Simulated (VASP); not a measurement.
Input of a VASP 6.6.1 run:

Contents of INCAR:

```
PREC = Accurate
ENCUT = 520
EDIFF = 1E-6
ISMEAR = -1
SIGMA = 0.06122561905347299
LREAL = False
LASPH = True
NELM = 60
ALGO = Normal
ISIF = 2
LWAVE = False
LCHARG = False
GGA = PE
NBANDS = 12
```

Contents of KPOINTS:

```
Automatic mesh
0
Gamma
  20 20 20
```

File POSCAR:

```
In
1.0
   -1.8947946394      1.8947946394      1.8947946394
    1.8947946394     -1.8947946394      1.8947946394
    1.8947946394      1.8947946394     -1.8947946394
In
1
Direct
    0.0000000000      0.0000000000      0.0000000000
```

Potentials or basis: VASP PAW PBE potentials, release 64 (In_d).

Run with:

```console
$ cat potpaw_PBE.64/In_d/POTCAR > POTCAR
$ mpirun -np 1 vasp_std > vasp.out
```

(1) Predict the band gap on the k mesh.

(2) What does it give for the pressure?

## Answers

(1) zero (an odd number of electrons rules out a gap without spin polarisation).

(2) 0.7 GPa.

Caveat: spin-orbit coupling is left out, which moves the levels of the heavy elements.
